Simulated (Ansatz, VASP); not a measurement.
**Al: VASP beside Ansatz**

The input INCAR:

```
  ALGO = Fast
  EDIFF = 1E-7
  EDIFFG = -0.01
  ENCUT = 600
  GGA = PS
  IBRION = 2
  ISIF = 3
  ISMEAR = -1
  LASPH = True
  LCHARG = False
  LREAL = False
  LWAVE = False
  NELM = 80
  NSW = 60
  PREC = Accurate
  SIGMA = 0.05
```

The input KPOINTS:

```
k-points
0
Gamma
  11 11 3
```

Contents of POSCAR:

```
Al
1.0
    2.8270770242      0.0000000000      0.0000000000
   -1.4135385121      2.4483205214      0.0000000000
    0.0000000000      0.0000000000      9.1859930700
Al
4
Direct
    0.6666666667      0.3333333333      0.7500000000
    0.0000000000      0.0000000000      0.5000000000
    0.3333333333      0.6666666667      0.2500000000
    0.0000000000      0.0000000000      0.0000000000
```

File input.yaml:

```yaml
crystal:
  lattice:
    - [2.8270770242, 0.0, 0.0]
    - [-1.4135385121, 2.4483205214, 0.0]
    - [0.0, 0.0, 9.18599307]
  atoms:
    - { symbol: Al, position: [0.6666666667, 0.3333333333, 0.75] }
    - { symbol: Al, position: [0.0, 0.0, 0.5] }
    - { symbol: Al, position: [0.3333333333, 0.6666666667, 0.25] }
    - { symbol: Al, position: [0.0, 0.0, 0.0] }
hamiltonian:
  xc: pbesol
  pseudopotentials: { kind: paw }
kpoints:
  mp_grid: { grid: [11, 11, 3] }
scf:
  occupations: { method: fermi_dirac, width: 0.05 }
output:
  forces: true
  stress: true
  eigenvalues: true
relax:
  f_tol: 0.01
  max_steps: 40
  cell: { stress_tol: 0.05 }
```

Alike in both runs: task relaxation of cell and atoms; functional PBEsol; k mesh 11 × 11 × 3; occupations fermi-dirac, width 0.05 eV; no spin polarisation.

|  | VASP | Ansatz |
| --- | --- | --- |
| version | VASP 6.6.1 | Ansatz 0.2.0 |
| potentials or method | VASP PAW PBE potentials, release 64 (Al) | Ansatz PAW |
| plane-wave cutoff (eV) | 600 | 420 |
| valence electrons in the cell | 12 | 12 |

Ansatz gave:

```
gap on the k mesh at the Fermi level, each at its own relaxed structure (eV) : none
relaxed volume (Å³/atom)                                                     : 16.26
relaxed cell length with the largest relative difference (Å)                 : 2.832
```

**Question.** Estimate VASP's values.

**Answer.** gap on the k mesh at the Fermi level, each at its own relaxed structure (eV): none; relaxed volume (Å³/atom): 16.27; relaxed cell length with the largest relative difference (Å): 2.832.

VASP's potentials were made for PBE, not for PBEsol. A gap of «none» marks a metal or a gap that the smearing closes.

Noted on Ansatz's run: the plane-wave basis is chosen anew once the cell has moved, so the energies of steps on either side of that aren't comparable.
